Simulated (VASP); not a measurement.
Set up this calculation in VASP 6.6.1, as the native input.

```yaml
Task: relaxation of cell and atoms
Functional: PBE
Potentials_or_basis: VASP PAW PBE potentials, release 64 (Bi_d, O)
Cutoff: 600 eV
k_mesh: 6 × 6 × 4
Occupations: gaussian, width 0.1 eV
Spin: no spin polarisation
Dipole_correction: no
Further_INCAR_settings: ALGO = Normal; EDIFF = 1e-06; IBRION = 2; EDIFFG = -0.04; NSW = 90; ISIF = 3
```

The structure of BiO4 lies in POSCAR:

```
BiO4
1.0
    3.6038141900      0.0000000000      0.0000000000
   -1.8019070900      3.1209946400      0.0000000000
    0.0000000000      0.0000000000      5.7526463800
Bi O
1 4
Direct
    0.0000000000      0.0000000000      0.0000000000
    0.3333333300      0.6666666700      0.2445526200
    0.3333333300      0.6666666700      0.7554473800
    0.6666666700      0.3333333300      0.7554473800
    0.6666666700      0.3333333300      0.2445526200
```

These files were run (other wordings do the same):

INCAR

```
SYSTEM = BiO4
PREC = Accurate
ENCUT = 600
EDIFF = 1E-6
ISMEAR = 0
SIGMA = 0.1
LREAL = .FALSE.
LASPH = .TRUE.
NELM = 100
ALGO = Normal
ISIF = 3
LWAVE = .FALSE.
LCHARG = .FALSE.
GGA = PE
IBRION = 2
NSW = 90
EDIFFG = -0.04
```

KPOINTS

```
regular mesh
0
G
  6 6 4
  0 0 0
```

Potentials or basis: VASP PAW PBE potentials, release 64 (Bi_d, O).

The run is started by

```console
$ cat potpaw_PBE.64/Bi_d/POTCAR potpaw_PBE.64/O/POTCAR > POTCAR
$ mpirun -np 1 vasp_std > vasp.out
```

Results of the run:

The relaxed volume is 14.48 Å³/atom, the relaxed cell is a = 3.639 Å, b = 3.639 Å, c = 6.313 Å, α = 90.00°, β = 90.00°, γ = 120.00° and the space group after relaxing (to 0.05 Å) is P6/mmm (No. 191). The energy gained by relaxing is 11.0 meV/atom, the ionic steps are 10 and the pressure after relaxing is -0.1 GPa. The largest force after relaxing is 0.028 eV/Å.

Caveat: an odd number of electrons without spin polarisation forces a metal; a magnetic or distorted state may lie lower.

Wall time 120 s on 1 thread of Intel(R) Xeon(R) 6975P-C (Granite Rapids) (shared host), peak memory 0.22 GiB.
